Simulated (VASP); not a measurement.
# GaP (F-43m) in VASP: notebook

Runs on GaP. Level: LDA. Tasks: single point, relaxation of cell and atoms.

Everything below comes from runs of VASP 6.6.1. Logs are shortened: lines on timing, memory, paths and dates and some standing lists are left out, and cuts for length are marked.

**1. The cell of the first run**

Symmetry: F-43m, No. 216, cubic system. Conventional cell: a = 5.391 Å, b = 5.391 Å, c = 5.391 Å, α = 90.00°, β = 90.00°, γ = 90.00°. Ga (site symmetry -43m) has 4 P at 2.33 Å within 3.1 Å. P (site symmetry -43m) has 4 Ga at 2.33 Å within 3.1 Å.

**2. Single point, LDA**

Contents of INCAR:

```
ALGO = Normal
EDIFF = 1E-7
ENCUT = 520
ISIF = 2
ISMEAR = 0
LASPH = T
LCHARG = F
LREAL = F
LWAVE = F
NBANDS = 16
NELM = 100
PREC = Accurate
SIGMA = 0.01
```

Contents of KPOINTS:

```
k-points
0
Gamma
  10 10 10
```

Contents of POSCAR:

```
GaP
1.0
    0.0000000000      2.6956674615      2.6956674615
    2.6956674615      0.0000000000      2.6956674615
    2.6956674615      2.6956674615      0.0000000000
Ga P
1 1
Direct
    0.0000000000      0.0000000000      0.0000000000
    0.2500000000      0.2500000000      0.2500000000
```

Potentials or basis: VASP PAW LDA potentials, release 64 (Ga_d, P).

On the command line:

```bash
cat potpaw_LDA.64/Ga_d/POTCAR potpaw_LDA.64/P/POTCAR > POTCAR
mpirun -np 1 vasp_std > vasp.out
```

OUTCAR:

```text
EDIFF = 1E-7
   ENCUT = 520
   ISIF = 2
   ISMEAR = 0
   LASPH = T
   LREAL = F
   NELM = 100
   PREC = Accurate

 ion  position               nearest neighbor table
   1  0.000  0.000  0.000-   2 2.33   2 2.33   2 2.33   2 2.33
   2  0.250  0.250  0.250-   1 2.33   1 2.33   1 2.33   1 2.33

  LATTYP: Found a face centered cubic cell.
 ALAT       =     5.3913349230

  Lattice vectors:

 A1 = (   0.0000000000,   2.6956674615,   2.6956674615)
 A2 = (   2.6956674615,   0.0000000000,   2.6956674615)
 A3 = (   2.6956674615,   2.6956674615,   0.0000000000)

Analysis of symmetry for initial positions (statically):
=====================================================================
 Subroutine PRICEL returns:
 Original cell was already a primitive cell.

 Routine SETGRP: Setting up the symmetry group for a
 face centered cubic supercell.

 Subroutine GETGRP returns: Found 24 space group operations
 (whereof 24 operations were pure point group operations)
 out of a pool of 48 trial point group operations.

The static configuration has the point symmetry T_d .

Analysis of symmetry for dynamics (positions and initial velocities):
=====================================================================
 Subroutine PRICEL returns:
 Original cell was already a primitive cell.

 Routine SETGRP: Setting up the symmetry group for a
 face centered cubic supercell.

 Subroutine GETGRP returns: Found 24 space group operations
 (whereof 24 operations were pure point group operations)
 out of a pool of 48 trial point group operations.

The dynamic configuration has the point symmetry T_d .

 Subroutine INISYM returns: Found 24 space group operations
 (whereof 24 operations are pure point group operations),
 and found     1 'primitive' translations

----------------------------------------------------------------------------------------

                                     Primitive cell

  volume of cell :      39.1768

  direct lattice vectors                    reciprocal lattice vectors
     0.000000000  2.695667461  2.695667461    -0.185482819  0.185482819  0.185482819
     2.695667461  0.000000000  2.695667461     0.185482819 -0.185482819  0.185482819
     2.695667461  2.695667461  0.000000000     0.185482819  0.185482819 -0.185482819

  length of vectors
     3.812249484  3.812249484  3.812249484     0.321265667  0.321265667  0.321265667

  position of ions in fractional coordinates (direct lattice)
     0.000000000  0.000000000  0.000000000
     0.250000000  0.250000000  0.250000000

  ion indices of the primitive-cell ions
   primitive index   ion index
                 1           1
                 2           2

----------------------------------------------------------------------------------------

 KPOINTS: k-points

Automatic generation of k-mesh.
 Grid dimensions read from file:
 generate k-points for:   10   10   10

 Generating k-lattice:

  Cartesian coordinates                     Fractional coordinates (reciprocal lattice)
    -0.018548282  0.018548282  0.018548282     0.100000000  0.000000000  0.000000000
     0.018548282 -0.018548282  0.018548282     0.000000000  0.100000000  0.000000000
     0.018548282  0.018548282 -0.018548282     0.000000000  0.000000000  0.100000000

  Length of vectors
     0.032126567  0.032126567  0.032126567

  Shift w.r.t. Gamma in fractional coordinates (k-lattice)
     0.000000000  0.000000000  0.000000000

 Subroutine IBZKPT returns following result:
 ===========================================

 Found     47 irreducible k-points:

 Following reciprocal coordinates:
            Coordinates               Weight
  0.000000  0.000000  0.000000      1.000000
  0.100000  0.000000  0.000000      8.000000
  0.200000  0.000000  0.000000      8.000000
  0.300000  0.000000  0.000000      8.000000
  0.400000  0.000000  0.000000      8.000000
  0.500000  0.000000  0.000000      4.000000
[... 16 lines left out ...]
  0.300000  0.300000  0.000000      6.000000
  0.400000  0.300000  0.000000     24.000000
 [... further k-points ...]
   k-points           NKPTS =     47   k-points in BZ     NKDIM =     47   number of bands    NBANDS=     16
   number of dos      NEDOS =    301   number of ions     NIONS =      2
   total plane-waves  NPLWV =  21952
   dimension x,y,z NGX =    28 NGY =   28 NGZ =   28
   dimension x,y,z NGXF=    56 NGYF=   56 NGZF=   56
   ions per type =               1   1
   NGX,Y,Z   is equivalent  to a cutoff of  12.21, 12.21, 12.21 a.u.
   NGXF,Y,Z  is equivalent  to a cutoff of  24.42, 24.42, 24.42 a.u.
 SYSTEM =  unknown system
   PREC   = accura    normal or accurate (medium, high low for compatibility)
   ISTART =      0    job   : 0-new  1-cont  2-samecut
   ICHARG =      2    charge: 1-file 2-atom 10-const
   ISPIN  =      1    spin polarized calculation?
   LNONCOLLINEAR =      F non collinear calculations
   LSORBIT =      F    spin-orbit coupling
   LASPH  =      T    aspherical Exc in radial PAW
   ENCUT  =  520.0 eV  38.22 Ry    6.18 a.u.   7.09  7.09  7.09*2*pi/ulx,y,z
   NELM   =    100;   NELMIN=  2; NELMDL= -5     # of ELM steps
   EDIFF  = 0.1E-06   stopping-criterion for ELM
   LREAL  =      F    real-space projection
   EDIFFG = 0.1E-05   stopping-criterion for IOM
   NSW    =      0    number of steps for IOM
   IBRION =     -1    ionic relax: 0-MD 1-quasi-New 2-CG
   NFREE  =      0    steps in history (QN), initial steepest desc. (CG)
   ISIF   =      2    stress and relaxation
   ISYM   =      2    0-nonsym 1-usesym 2-fastsym
   POTIM  = 0.5000    time-step for ionic-motion
   TEBEG  =    0.0;   TEEND  =   0.0 temperature during run
   PSTRESS=    0.0 pullay stress
   NELECT =      18.0000    total number of electrons
   NUPDOWN=      -1.0000    fix difference up-down
   EMIN   =  10.00;   EMAX   =-10.00  energy-range for DOS
   EFERMI =   0.00;   METHOD = LEGACY
   ISMEAR =     0;   SIGMA  =   0.01  broadening in eV -4-tet -1-fermi 0-gaus
   EFERMI_NEDOS =   21; number of points for ismear=-14 and -15
   IALGO  =     38    algorithm
   IMIX   =      4    mixing-type and parameters
     AMIX     =   0.40;   BMIX     =  1.00
     AMIX_MAG =   1.60;   BMIX_MAG =  1.00
  volume/ion in A,a.u.               =      19.59       132.19
  Fermi-wavevector in a.u.,A,eV,Ry     =   1.263250  2.387197 21.712189  1.595801
  Thomas-Fermi vector in A             =   2.396617
   LORBIT       =      0    0 simple, 1 ext, 2 COOP (PROOUT), +10 PAW based schemes
   GGA     = CA    functional components
   LHFCALC =     F    Hartree Fock is set to
   AEXX    =    0.0000 exact exchange contribution
   IVDW    =     0    specifies the selected vdW correction
   LEPSILON=     F    determine dielectric tensor
   LRPA    =     F    only Hartree local field effects (RPA)
 non-spin polarized calculation
 Gauss-broadening in eV      SIGMA  =   0.01
  energy-cutoff  :      520.00
  volume of cell :       39.18
 maximum number of plane-waves:      1073
   NGX = 15   NGY = 15   NGZ = 15

 number of electron      17.9999998 magnetization

 Free energy of the ion-electron system (eV)
  ---------------------------------------------------
  ext. energy  EPLUGINS =         0.00000000
  ---------------------------------------------------
  free energy    TOTEN  =       -10.45308847 eV

  energy without entropy =      -10.45308847  energy(sigma->0) =      -10.45308847

 E-fermi :   4.9854     XC(G=0): -10.3110

 val. band max:        4.8471426165   @ k =   0.0000   0.0000   0.0000
 cond. band min:       6.2480145175   @ k =   0.4000   0.4000   0.0000
 fundamental gap:      1.4008719010
 Fermi energy:         4.9854145807

 k-point     1 :       0.0000    0.0000    0.0000
  band No.  band energies     occupation
      1      -9.9173      2.00000
      2      -9.9173      2.00000
      3      -9.9173      2.00000
      4      -9.8090      2.00000
      5      -9.8090      2.00000
      6      -7.9129      2.00000
[... 8 lines left out ...]
     15      14.6918      0.00000
     16      14.6918      0.00000

 k-point     2 :       0.1000    0.0000    0.0000
  band No.  band energies     occupation
      1      -9.9269      2.00000
      2      -9.9139      2.00000
      3      -9.9139      2.00000
      4      -9.8090      2.00000
      5      -9.8090      2.00000
      6      -7.7772      2.00000
[... 8 lines left out ...]
     15      14.1765      0.00000
     16      14.1765      0.00000

 k-point     3 :       0.2000    0.0000    0.0000
  band No.  band energies     occupation
      1      -9.9504      2.00000
      2      -9.9057      2.00000
      3      -9.9057      2.00000
      4      -9.8085      2.00000
      5      -9.8085      2.00000
      6      -7.3831      2.00000
[... 8 lines left out ...]
     15      13.7244      0.00000
     16      14.8087      0.00000

 k-point     4 :       0.3000    0.0000    0.0000
  band No.  band energies     occupation
      1      -9.9767      2.00000
      2      -9.8972      2.00000
      3      -9.8972      2.00000
      4      -9.8062      2.00000
      5      -9.8062      2.00000
      6      -6.7764      2.00000
[... 8 lines left out ...]
     15      14.1491      0.00000
     16      14.4258      0.00000

 k-point     5 :       0.4000    0.0000    0.0000
  band No.  band energies     occupation
      1      -9.9964      2.00000
      2      -9.8920      2.00000
      3      -9.8920      2.00000
      4      -9.8026      2.00000
      5      -9.8026      2.00000
      6      -6.0887      2.00000
[... 8 lines left out ...]
     15      15.4226      0.00000
     16      15.4226      0.00000

 k-point     6 :       0.5000    0.0000    0.0000
  band No.  band energies     occupation
      1     -10.0036      2.00000
      2      -9.8904      2.00000
      3      -9.8904      2.00000
      4      -9.8008      2.00000
      5      -9.8008      2.00000
      6      -5.7197      2.00000
[... 8 lines left out ...]
     15      16.6184      0.00000
     16      16.6184      0.00000
[... 267 lines left out ...]
 k-point    21 :      -0.3000    0.2000    0.0000
  band No.  band energies     occupation
      1      -9.9976      2.00000
      2      -9.8866      2.00000
      3      -9.8815      2.00000
      4      -9.8096      2.00000
      5      -9.8066      2.00000
      6      -5.9164      2.00000
[... 8 lines left out ...]
     15      15.8336      0.00000
     16      17.6819      0.00000

 k-point    22 :      -0.2000    0.2000    0.0000
  band No.  band energies     occupation
      1      -9.9822      2.00000
      2      -9.8915      2.00000
      3      -9.8909      2.00000
      4      -9.8130      2.00000
      5      -9.8044      2.00000
      6      -6.5700      2.00000
[... 8 lines left out ...]
     15      16.1911      0.00000
     16      16.9435      0.00000

 k-point    23 :       0.3000    0.3000    0.0000
  band No.  band energies     occupation
      1     -10.0060      2.00000
      2      -9.8713      2.00000
      3      -9.8713      2.00000
      4      -9.8339      2.00000
      5      -9.7932      2.00000
      6      -6.3864      2.00000
[... 8 lines left out ...]
     15      16.0550      0.00000
     16      18.6635      0.00000

 k-point    24 :       0.4000    0.3000    0.0000
  band No.  band energies     occupation
      1     -10.0185      2.00000
      2      -9.8651      2.00000
      3      -9.8627      2.00000
      4      -9.8369      2.00000
      5      -9.7909      2.00000
      6      -5.8348      2.00000
[... 8 lines left out ...]
     15      16.7278      0.00000
     16      18.6881      0.00000

 [... further k-points ...]
[... 5 lines left out ...]
  --------------------------------------------------------------------------------------
  -------------------------------------------------------------------------------------
  Total        0.0291468      0.0291468      0.0291468      0.0000000      0.0000000     -0.0000000
  in kB        1.1919909      1.1919909      1.1919909      0.0000000      0.0000000     -0.0000000
  external PRESSURE =       1.1919909 kB  Pullay stress =       0.0000000 kB

 VOLUME and BASIS-vectors are now :
 -----------------------------------------------------------------------------
  energy-cutoff  :      520.00
  volume of cell :       39.18
      direct lattice vectors                 reciprocal lattice vectors
     0.000000000  2.695667461  2.695667461    -0.185482819  0.185482819  0.185482819
     2.695667461  0.000000000  2.695667461     0.185482819 -0.185482819  0.185482819
     2.695667461  2.695667461  0.000000000     0.185482819  0.185482819 -0.185482819

 POSITION                                       TOTAL-FORCE (eV/Angst)
 -----------------------------------------------------------------------------------
      0.00000      0.00000      0.00000        -0.000000     -0.000000     -0.000000
      1.34783      1.34783      1.34783         0.000000      0.000000      0.000000
 -----------------------------------------------------------------------------------
    total drift:                                0.000000      0.000000      0.000000

  FREE ENERGIE OF THE ION-ELECTRON SYSTEM (eV)
  ---------------------------------------------------
  free  energy   TOTEN  =       -10.4530884690 eV

  energy  without entropy=      -10.4530884690  energy(sigma->0) =      -10.45308847
```

Wall time 28 s (1 thread of Intel Xeon 8259CL, shared host); peak memory 0.16 GiB.

What came out:

* Free energy: -10.4531 eV
* Pressure: 0.1 GPa
* Band gap on the k mesh: 1.40 eV, indirect (least direct gap 1.91 eV)

**3. Relaxation of cell and atoms, LDA**

This run uses another cell than the first one, of 20.24 Å³/atom, 1.033 times its volume.

Contents of INCAR:

```
ALGO = Normal
EDIFF = 1E-7
EDIFFG = -0.002
ENCUT = 600
IBRION = 2
ISIF = 3
ISMEAR = 0
LASPH = True
LCHARG = False
LREAL = False
LWAVE = False
NELM = 60
NSW = 80
PREC = Accurate
SIGMA = 0.01
```

KPOINTS is that of step 2.

Contents of POSCAR:

```
GaP
1.0
    0.0000000000      2.7252500000      2.7252500000
    2.7252500000      0.0000000000      2.7252500000
    2.7252500000      2.7252500000      0.0000000000
Ga P
1 1
Direct
    0.0000000000      0.0000000000      0.0000000000
    0.2500000000      0.2500000000      0.2500000000
```

Potentials or basis: VASP PAW LDA potentials, release 64 (Ga_d, P).

On the command line:

```bash
cat potpaw_LDA.64/Ga_d/POTCAR potpaw_LDA.64/P/POTCAR > POTCAR
mpirun -np 1 vasp_std > vasp.out
```

It took 75 s on 1 thread of Intel Xeon 8259CL, shared host; peak memory 0.18 GiB.

The run converged. Its results:

* Free energy: -10.4534 eV
* Relaxed volume: 19.61 Å³/atom
* Relaxed cell: a = 3.814 Å, b = 3.814 Å, c = 3.814 Å, α = 60.00°, β = 60.00°, γ = 60.00°
* Space group after relaxing (to 0.05 Å): F-43m (No. 216)
* Energy gained by relaxing: 5.4 meV/atom
* Ionic steps: 3
* Pressure after relaxing: 0.0 GPa
* Band gap on the k mesh: 1.40 eV, indirect (least direct gap 1.90 eV)

Step by step:
| step | energy change (eV) | largest force (eV/Å) | pressure (GPa) | volume (Å³) |
| --- | --- | --- | --- | --- |
| 1 | 0.0000 | 0.0000 | -2.65 | 40.48 |
| 2 | -0.0075 | 0.0000 | 1.60 | 38.55 |
| 3 | -0.0108 | 0.0000 | -0.01 | 39.22 |

Final structure:
```
Ga P
1.0
     0.00000    2.69660    2.69660
     2.69660    0.00000    2.69660
     2.69660    2.69660    0.00000
Ga P
1 1
Direct
  0.00000 0.00000 0.00000
  0.25000 0.25000 0.25000
```

Levels at points of the mesh, in eV from the valence-band top:
```tsv
k point	band 7	band 8	band 9	band 10	band 11	band 12
(0.00, 0.00, 0.00)	0.00	0.00	0.00	1.90	3.78	3.78
(0.50, 0.00, 0.00)	-6.89	-1.18	-1.18	1.61	4.62	4.62
(0.50, 0.50, 0.00)	-6.99	-2.82	-2.82	1.43	1.65	10.70
```
